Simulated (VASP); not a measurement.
# BaTiHO3 (a cell with a defect) in VASP: a series of runs

BaTiHO3 (a cell with a defect) is run at these levels: PBE; tasks: single point.

All numbers are computed with VASP 6.6.1; they aren't measurements. Logs are shortened: lines on timing, memory, paths and dates and some standing lists are left out, and cuts for length are marked.

## 1. The cell of the first run

The cell holds a defect, 6 atoms: a = 4.000 Å, b = 4.000 Å, c = 4.018 Å, α = 90.00°, β = 90.00°, γ = 90.00°.

## 2. Single point, PBE

File INCAR:

```
  ALGO = Normal
  EDIFF = 1E-6
  ENCUT = 520
  GGA = PE
  GGA_COMPAT = False
  ISIF = 2
  ISMEAR = -1
  LASPH = True
  LCHARG = False
  LREAL = False
  LWAVE = False
  NBANDS = 30
  NELM = 120
  PREC = Accurate
  SIGMA = 0.1
```

File KPOINTS:

```
k-points
0
Gamma
  4 4 4
```

File POSCAR:

```
BaTiHO3
1.0
    3.9998000000      0.0000000000      0.0000000000
    0.0000000000      3.9998000000      0.0000000000
    0.0000000000      0.0000000000      4.0180000000
Ba Ti O H
1 1 3 1
Direct
    0.0000000000      0.0000000000      0.0000000000
    0.5000000000      0.5000000000      0.4900000000
    0.5000000000      0.5000000000      0.0190000000
    0.5000000000      0.0000000000      0.5170000000
    0.0000000000      0.5000000000      0.5170000000
   -0.5104210211      0.0670168508      0.2799544550
```

Potentials or basis: VASP PAW PBE potentials, release 64 (Ba_sv, Ti_sv, O, H).

The run is started by

```console
> cat potpaw_PBE.64/Ba_sv/POTCAR potpaw_PBE.64/Ti_sv/POTCAR potpaw_PBE.64/O/POTCAR potpaw_PBE.64/H/POTCAR > POTCAR
> mpirun -np 1 vasp_std > vasp.out
```

OUTCAR:

```text
EDIFF = 1E-6
   ENCUT = 520
   GGA = PE
   ISIF = 2
   ISMEAR = -1
   LASPH = True
   LREAL = False
   NELM = 120
   PREC = Accurate

 ion  position               nearest neighbor table
   1  0.000  0.000  0.000-   6 2.27   6 2.35   4 2.79   5 2.79   4 2.79   5 2.79   3 2.83   3 2.83
                             3 2.83   3 2.83   5 2.88   4 2.88   5 2.88   4 2.88   2 3.45   2 3.45
   2  0.500  0.500  0.490-   3 1.89   4 2.00   5 2.00   4 2.00   5 2.00   3 2.13   1 3.45   1 3.45
                             1 3.45   1 3.45   1 3.49   1 3.49   1 3.49   1 3.49
   3  0.500  0.500  0.019-   2 1.89   2 2.13   1 2.83   1 2.83   1 2.83   1 2.83
   4  0.500  0.000  0.517-   6 0.99   2 2.00   2 2.00   1 2.79   1 2.79   1 2.88   1 2.88
   5  0.000  0.500  0.517-   2 2.00   2 2.00   1 2.79   1 2.79   1 2.88   1 2.88
   6  0.490  0.067  0.280-   4 0.99   1 2.27   1 2.35

  LATTYP: Found a simple tetragonal cell.
 ALAT       =     3.9998000000
 C/A-ratio  =     1.0045502275

  Lattice vectors:

 A1 = (   3.9998000000,   0.0000000000,   0.0000000000)
 A2 = (   0.0000000000,   3.9998000000,   0.0000000000)
 A3 = (   0.0000000000,   0.0000000000,   4.0180000000)

Analysis of symmetry for initial positions (statically):
=====================================================================
 Subroutine PRICEL returns:
 Original cell was already a primitive cell.

 Routine SETGRP: Setting up the symmetry group for a
 simple tetragonal supercell.

 Subroutine GETGRP returns: Found  1 space group operations
 (whereof  1 operations were pure point group operations)
 out of a pool of 16 trial point group operations.

The static configuration has the point symmetry C_1 .

Analysis of symmetry for dynamics (positions and initial velocities):
=====================================================================
 Subroutine PRICEL returns:
 Original cell was already a primitive cell.

 Routine SETGRP: Setting up the symmetry group for a
 simple tetragonal supercell.

 Subroutine GETGRP returns: Found  1 space group operations
 (whereof  1 operations were pure point group operations)
 out of a pool of 16 trial point group operations.

The dynamic configuration has the point symmetry C_1 .

 Subroutine INISYM returns: Found  1 space group operations
 (whereof  1 operations are pure point group operations),
 and found     1 'primitive' translations

----------------------------------------------------------------------------------------

                                     Primitive cell

[... 96 lines left out ...]
   ENCUT  =  520.0 eV  38.22 Ry    6.18 a.u.   7.44  7.44  7.47*2*pi/ulx,y,z
   NELM   =    120;   NELMIN=  2; NELMDL= -5     # of ELM steps
   EDIFF  = 0.1E-05   stopping-criterion for ELM
   LREAL  =      F    real-space projection
   EDIFFG = 0.1E-04   stopping-criterion for IOM
   NSW    =      0    number of steps for IOM
   IBRION =     -1    ionic relax: 0-MD 1-quasi-New 2-CG
   NFREE  =      0    steps in history (QN), initial steepest desc. (CG)
   ISIF   =      2    stress and relaxation
   ISYM   =      2    0-nonsym 1-usesym 2-fastsym
   POTIM  = 0.5000    time-step for ionic-motion
   TEBEG  =    0.0;   TEEND  =   0.0 temperature during run
   PSTRESS=    0.0 pullay stress
   NELECT =      41.0000    total number of electrons
   NUPDOWN=      -1.0000    fix difference up-down
   EMIN   =  10.00;   EMAX   =-10.00  energy-range for DOS
   EFERMI =   0.00;   METHOD = LEGACY
   ISMEAR =    -1;   SIGMA  =   0.10  broadening in eV -4-tet -1-fermi 0-gaus
   EFERMI_NEDOS =   21; number of points for ismear=-14 and -15
   IALGO  =     38    algorithm
   IMIX   =      4    mixing-type and parameters
     AMIX     =   0.40;   BMIX     =  1.00
     AMIX_MAG =   1.60;   BMIX_MAG =  1.00
  volume/ion in A,a.u.               =      10.71        72.30
  Fermi-wavevector in a.u.,A,eV,Ry     =   1.409204  2.663010 27.019221  1.985857
  Thomas-Fermi vector in A             =   2.531284
   LORBIT       =      0    0 simple, 1 ext, 2 COOP (PROOUT), +10 PAW based schemes
   GGA     = PE    functional components
   LHFCALC =     F    Hartree Fock is set to
   AEXX    =    0.0000 exact exchange contribution
   IVDW    =     0    specifies the selected vdW correction
   LEPSILON=     F    determine dielectric tensor
   LRPA    =     F    only Hartree local field effects (RPA)
 non-spin polarized calculation
  energy-cutoff  :      520.00
  volume of cell :       64.28
 maximum number of plane-waves:      1755
 NGX is ok and might be reduce to    30
   NGX = 15   NGY = 15   NGZ = 15

 number of electron      40.9999978 magnetization

 Free energy of the ion-electron system (eV)
  ---------------------------------------------------
  ext. energy  EPLUGINS =         0.00000000
  ---------------------------------------------------
  free energy    TOTEN  =       -40.89723455 eV

  energy without entropy =      -40.82284080  energy(sigma->0) =      -40.86003767

 E-fermi :   7.7971     XC(G=0): -11.4163

 val. band max:        7.7933074579   @ k =   0.2500   0.0000   0.2500
 cond. band min:       7.8012102613   @ k =  -0.2500   0.0000   0.2500
 fundamental gap:      0.0079028034
 Fermi energy:         7.7971387579

 k-point     1 :       0.0000    0.0000    0.0000
  band No.  band energies     occupation
      1     -50.6037      2.00000
      2     -27.0278      2.00000
      3     -26.9369      2.00000
      4     -26.8876      2.00000
      5     -21.0633      2.00000
      6     -15.6864      2.00000
[... 781 lines left out ...]
     29      12.6703      0.00000
     30      13.4782      0.00000

 [... further k-points ...]
[... 5 lines left out ...]
  --------------------------------------------------------------------------------------
  -------------------------------------------------------------------------------------
  Total        7.0658388      9.1016568      6.4303950      0.0614109      0.2365192      0.2330936
  in kB      176.1115445    226.8530131    160.2735109      1.5306277      5.8950907      5.8097102
  external PRESSURE =     187.7460228 kB  Pullay stress =       0.0000000 kB

 VOLUME and BASIS-vectors are now :
 -----------------------------------------------------------------------------
  energy-cutoff  :      520.00
  volume of cell :       64.28
      direct lattice vectors                 reciprocal lattice vectors
     3.999800000  0.000000000  0.000000000     0.250012501  0.000000000  0.000000000
     0.000000000  3.999800000  0.000000000     0.000000000  0.250012501  0.000000000
     0.000000000  0.000000000  4.018000000     0.000000000  0.000000000  0.248880040

 POSITION                                       TOTAL-FORCE (eV/Angst)
 -----------------------------------------------------------------------------------
      0.00000      0.00000      0.00000        -0.174994     -0.274991     -0.906700
      1.99990      1.99990      1.96882         0.033554      0.978909      2.331016
      1.99990      1.99990      0.07634        -0.004279     -0.070195     -0.853172
      1.99990      0.00000      2.07731         0.007612     -0.574846      0.018167
      0.00000      1.99990      2.07731         0.008460     -0.045973     -0.337089
      1.95822      0.26805      1.12486         0.129647     -0.012904     -0.252223
 -----------------------------------------------------------------------------------
    total drift:                                0.000026     -0.000359     -0.000765

  FREE ENERGIE OF THE ION-ELECTRON SYSTEM (eV)
  ---------------------------------------------------
  free  energy   TOTEN  =       -40.8972345485 eV

  energy  without entropy=      -40.8228407971  energy(sigma->0) =      -40.86003767
```

It took 66 s on 1 thread of Intel Xeon Platinum 8259CL at 2.50GHz (Skylake/Cascade Lake), shared host; peak memory 0.21 GiB.

What came out:

* Free energy: -40.8972 eV
* Pressure: 18.8 GPa
* Largest force: 2.528 eV/Å

Forces in eV/Å, atoms in the order of the input:
```
Ba  -0.175 -0.275 -0.907
Ti   0.034  0.979  2.331
O   -0.004 -0.070 -0.853
O    0.008 -0.575  0.018
O    0.008 -0.046 -0.337
H    0.130 -0.013 -0.252
```

Caveat: the k points lie up to 0.39 Å⁻¹ apart; spin-orbit coupling is left out, which moves the levels of the heavy elements; an odd number of electrons without spin polarisation forces a metal; a magnetic or distorted state may lie lower; semilocal functionals often make such compounds metallic where correlation or magnetic order opens a gap, which also shifts bond lengths.

## 3. Single point, PBE

File INCAR:

```
SYSTEM = BaTiHO3
ALGO = Normal
EDIFF = 1E-6
ENCUT = 520
GGA = PE
GGA_COMPAT = .FALSE.
ISIF = 2
ISMEAR = -1
LASPH = .TRUE.
LCHARG = .FALSE.
LREAL = .FALSE.
LWAVE = .FALSE.
NBANDS = 30
NELM = 120
PREC = Accurate
SIGMA = 0.1
```

File KPOINTS:

```
k-points
0
G
  4 4 4
  0 0 0
```

Changes to POSCAR since step 2:

```diff
@@ -13,2 +13,2 @@
     0.0000000000      0.5000000000      0.5170000000
-   -0.5104210211      0.0670168508      0.2799544550
+   -0.7305500275      0.1607707885      0.5092643106
```

Potentials or basis: VASP PAW PBE potentials, release 64 (Ba_sv, Ti_sv, O, H).

The run is started by

```console
> cat potpaw_PBE.64/Ba_sv/POTCAR potpaw_PBE.64/Ti_sv/POTCAR potpaw_PBE.64/O/POTCAR potpaw_PBE.64/H/POTCAR > POTCAR
> mpirun -np 1 vasp_std > vasp.out
```

It took 74 s on 1 thread of Intel Xeon Platinum 8259CL at 2.50GHz (Skylake/Cascade Lake), shared host; peak memory 0.22 GiB.

The run converged. Its results:

| Quantity | Value |
| --- | --- |
| Free energy | -40.7101 eV |
| Pressure | 17.4 GPa |
| Largest force | 3.018 eV/Å |

Forces in eV/Å, atoms in the order of the input:
```
Ba  -0.802 -0.492  0.312
Ti   1.575  2.482  0.683
O   -0.035 -0.049 -0.528
O   -0.577  0.025 -0.222
O   -0.002 -0.199 -0.222
H   -0.160 -1.767 -0.023
```

Stress tensor (GPa, compression positive):
```
14.71  6.72 -0.75
 6.72 21.52 -0.71
-0.75 -0.71 16.02
```

Levels at points of the mesh, in eV from the Fermi level:
| k point | band 17 | band 18 | band 19 | band 20 | band 21 | band 22 | band 23 | band 24 |
| --- | --- | --- | --- | --- | --- | --- | --- | --- |
| (0.00, 0.00, 0.00) | -4.47 | -3.82 | -3.54 | -3.46 | -1.45 | -0.56 | -0.27 | 0.49 |
| (0.50, 0.00, 0.00) | -5.05 | -4.78 | -4.52 | -4.06 | -0.27 | 0.76 | 1.35 | 1.84 |
| (0.00, 0.50, 0.00) | -5.56 | -5.09 | -3.90 | -3.73 | -0.04 | 0.72 | 1.04 | 2.03 |
| (0.50, 0.50, 0.00) | -4.51 | -4.37 | -3.96 | -3.86 | 1.05 | 1.38 | 1.46 | 2.56 |
| (0.00, 0.00, 0.50) | -4.93 | -4.81 | -4.64 | -4.24 | -1.13 | 1.25 | 1.45 | 1.99 |
| (0.50, 0.00, 0.50) | -5.84 | -5.57 | -5.28 | -3.18 | 0.77 | 1.29 | 1.81 | 2.20 |
| (0.00, 0.50, 0.50) | -4.95 | -4.36 | -4.06 | -3.81 | 0.74 | 1.45 | 1.64 | 2.49 |
| (0.50, 0.50, 0.50) | -5.38 | -4.15 | -3.66 | -3.08 | 1.39 | 1.81 | 1.87 | 2.09 |

Caveat: the k points lie up to 0.39 Å⁻¹ apart; spin-orbit coupling is left out, which moves the levels of the heavy elements; an odd number of electrons without spin polarisation forces a metal; a magnetic or distorted state may lie lower; semilocal functionals often make such compounds metallic where correlation or magnetic order opens a gap, which also shifts bond lengths.

## 4. Single point, PBE

File INCAR:

```
  ALGO = Normal
  EDIFF = 1E-6
  ENCUT = 520
  GGA = PE
  GGA_COMPAT = F
  ISIF = 2
  ISMEAR = -1
  LASPH = T
  LCHARG = F
  LREAL = F
  LWAVE = F
  NBANDS = 30
  NELM = 120
  PREC = Accurate
  SIGMA = 0.1
```

File KPOINTS:

```
k-points
0
Gamma
  4 4 4
```

Changes to POSCAR since step 3:

```diff
@@ -13,2 +13,2 @@
     0.0000000000      0.5000000000      0.5170000000
-   -0.7305500275      0.1607707885      0.5092643106
+   -0.7559305465     -0.1702690135      0.5043208064
```

The run is started by

```console
> cat potpaw_PBE.64/Ba_sv/POTCAR potpaw_PBE.64/Ti_sv/POTCAR potpaw_PBE.64/O/POTCAR potpaw_PBE.64/H/POTCAR > POTCAR
> mpirun -np 1 vasp_std > vasp.out
```

Run time: 69 s. Hardware: 1 thread of Intel Xeon Platinum 8259CL at 2.50GHz (Skylake/Cascade Lake), shared host; peak memory 0.22 GiB.

Results (log left out):

```yaml
Free_energy: -40.6356 eV
Pressure: 16.2 GPa
Largest_force: 2.566 eV/Å
```

Forces on the atoms (eV/Å):
```
Ba  -0.794  0.558  0.260
Ti   1.434 -2.020  0.667
O   -0.029  0.036 -0.478
O   -0.867 -0.057 -0.249
O   -0.114  0.233 -0.219
H    0.369  1.250  0.019
```

Stress tensor (GPa, compression positive):
```
13.51 -6.03 -0.61
-6.03 18.59  0.48
-0.61  0.48 16.48
```

Levels at points of the mesh, in eV from the Fermi level:
```
           k point  band 18  band 19  band 20  band 21  band 22  band 23
(0.00, 0.00, 0.00)    -3.69    -3.48    -3.40    -1.50    -0.48    -0.23
(0.50, 0.00, 0.00)    -4.76    -4.32    -3.92    -0.18     0.79     1.36
(0.00, 0.50, 0.00)    -4.96    -3.89    -3.69    -0.03     0.78     1.14
(0.50, 0.50, 0.00)    -4.21    -3.84    -3.77     1.16     1.39     1.51
(0.00, 0.00, 0.50)    -4.73    -4.54    -4.18    -1.15     1.32     1.48
(0.50, 0.00, 0.50)    -5.29    -4.93    -3.15     0.80     1.37     1.83
(0.00, 0.50, 0.50)    -4.42    -4.09    -3.60     0.81     1.47     1.72
(0.50, 0.50, 0.50)    -4.06    -3.46    -3.05     1.19     1.81     1.94
```

Caveat: the k points lie up to 0.39 Å⁻¹ apart; spin-orbit coupling is left out, which moves the levels of the heavy elements; an odd number of electrons without spin polarisation forces a metal; a magnetic or distorted state may lie lower; semilocal functionals often make such compounds metallic where correlation or magnetic order opens a gap, which also shifts bond lengths.

## 5. Single point, PBE

File INCAR:

```
SYSTEM = BaTiHO3
ALGO = Normal
EDIFF = 1E-6
ENCUT = 520
GGA = PE
GGA_COMPAT = .FALSE.
ISIF = 2
ISMEAR = -1
LASPH = .TRUE.
LCHARG = .FALSE.
LREAL = .FALSE.
LWAVE = .FALSE.
NBANDS = 30
NELM = 120
PREC = Accurate
SIGMA = 0.1
```

File KPOINTS:

```
k-points
0
G
  4 4 4
  0 0 0
```

Changes to POSCAR since step 4:

```diff
@@ -13,2 +13,2 @@
     0.0000000000      0.5000000000      0.5170000000
-   -0.7559305465     -0.1702690135      0.5043208064
+   -1.0746894845     -0.2631069053      0.5019041812
```

Potentials or basis: VASP PAW PBE potentials, release 64 (Ba_sv, Ti_sv, O, H).

The run is started by

```console
> cat potpaw_PBE.64/Ba_sv/POTCAR potpaw_PBE.64/Ti_sv/POTCAR potpaw_PBE.64/O/POTCAR potpaw_PBE.64/H/POTCAR > POTCAR
> mpirun -np 1 vasp_std > vasp.out
```

OUTCAR:

```text
SYSTEM = BaTiHO3
   EDIFF = 1E-6
   ENCUT = 520
   GGA = PE
   ISIF = 2
   ISMEAR = -1
   LASPH = .TRUE.
   LREAL = .FALSE.
   NELM = 120
   PREC = Accurate

 ion  position               nearest neighbor table
   1  0.000  0.000  0.000-   6 2.28   6 2.29   5 2.79   4 2.79   5 2.79   4 2.79   3 2.83   3 2.83
                             3 2.83   3 2.83   4 2.88   5 2.88   5 2.88   4 2.88   2 3.45   2 3.45
   2  0.500  0.500  0.490-   3 1.89   4 2.00   5 2.00   4 2.00   5 2.00   3 2.13   1 3.45   1 3.45
                             1 3.45   1 3.45   1 3.49   1 3.49   1 3.49   1 3.49
   3  0.500  0.500  0.019-   2 1.89   2 2.13   1 2.83   1 2.83   1 2.83   1 2.83
   4  0.500  0.000  0.517-   2 2.00   2 2.00   1 2.79   1 2.79   1 2.88   1 2.88
   5  0.000  0.500  0.517-   6 1.00   2 2.00   2 2.00   1 2.79   1 2.79   1 2.88   1 2.88
   6  0.925  0.737  0.502-   5 1.00   1 2.28   1 2.29

  LATTYP: Found a simple tetragonal cell.
 ALAT       =     3.9998000000
 C/A-ratio  =     1.0045502275

  Lattice vectors:

 A1 = (   3.9998000000,   0.0000000000,   0.0000000000)
 A2 = (   0.0000000000,   3.9998000000,   0.0000000000)
 A3 = (   0.0000000000,   0.0000000000,   4.0180000000)

Analysis of symmetry for initial positions (statically):
=====================================================================
 Subroutine PRICEL returns:
[... 182 lines left out ...]
 cond. band min:       7.7905882481   @ k =   0.2500   0.2500   0.2500
 fundamental gap:      0.0030302152
 Fermi energy:         7.7899907613

 k-point     1 :       0.0000    0.0000    0.0000
  band No.  band energies     occupation
      1     -50.5946      2.00000
      2     -27.0104      2.00000
      3     -26.9905      2.00000
      4     -26.8188      2.00000
      5     -21.0740      2.00000
      6     -15.5991      2.00000
[... 781 lines left out ...]
     29      12.5725      0.00000
     30      13.1645      0.00000

 [... further k-points ...]
[... 5 lines left out ...]
  --------------------------------------------------------------------------------------
  -------------------------------------------------------------------------------------
  Total        8.6560413      5.8670253      7.7849236      0.4760275      0.0744729      0.1103201
  in kB      215.7463305    146.2318778    194.0342761     11.8646820      1.8561890      2.7496593
  external PRESSURE =     185.3374948 kB  Pullay stress =       0.0000000 kB

 VOLUME and BASIS-vectors are now :
 -----------------------------------------------------------------------------
  energy-cutoff  :      520.00
  volume of cell :       64.28
      direct lattice vectors                 reciprocal lattice vectors
     3.999800000  0.000000000  0.000000000     0.250012501  0.000000000  0.000000000
     0.000000000  3.999800000  0.000000000     0.000000000  0.250012501  0.000000000
     0.000000000  0.000000000  4.018000000     0.000000000  0.000000000  0.248880040

 POSITION                                       TOTAL-FORCE (eV/Angst)
 -----------------------------------------------------------------------------------
      0.00000      0.00000      0.00000         0.316233      1.031998      0.217929
      1.99990      1.99990      1.96882        -1.024612     -0.833814      0.919354
      1.99990      1.99990      0.07634         0.035127      0.039948     -0.634169
      1.99990      0.00000      2.07731         0.189861     -0.123524     -0.279594
      0.00000      1.99990      2.07731         0.528341     -0.202287     -0.217518
      3.70106      2.94743      2.01665        -0.044949      0.087678     -0.006000
 -----------------------------------------------------------------------------------
    total drift:                                0.000238      0.000494     -0.000151

  FREE ENERGIE OF THE ION-ELECTRON SYSTEM (eV)
  ---------------------------------------------------
  free  energy   TOTEN  =       -40.9561035958 eV

  energy  without entropy=      -40.8874458817  energy(sigma->0) =      -40.92177474
```

stdout:

```text
POSCAR found type information on POSCAR BaTiO H
 POSCAR found :  4 types and       6 ions
 scaLAPACK will be used
 LDA part: xc-table for (Slater+PW92), standard interpolation
 POSCAR, INCAR and KPOINTS ok, starting setup
 FFT: planning ... GRIDC
 FFT: planning ... GRID_SOFT
 FFT: planning ... GRID
 WAVECAR not read
 entering main loop
```

Run time: 75 s. Hardware: 1 thread of Intel Xeon Platinum 8259CL at 2.50GHz (Skylake/Cascade Lake), shared host; peak memory 0.22 GiB.

Results:

* Free energy: -40.9561 eV
* Pressure: 18.5 GPa
* Largest force: 1.609 eV/Å

Forces in eV/Å, atoms in the order of the input:
```
Ba   0.316  1.032  0.218
Ti  -1.025 -0.834  0.919
O    0.035  0.040 -0.634
O    0.190 -0.124 -0.280
O    0.528 -0.202 -0.218
H   -0.045  0.088 -0.006
```

Caveat: the k points lie up to 0.39 Å⁻¹ apart; spin-orbit coupling is left out, which moves the levels of the heavy elements; an odd number of electrons without spin polarisation forces a metal; a magnetic or distorted state may lie lower; semilocal functionals often make such compounds metallic where correlation or magnetic order opens a gap, which also shifts bond lengths.
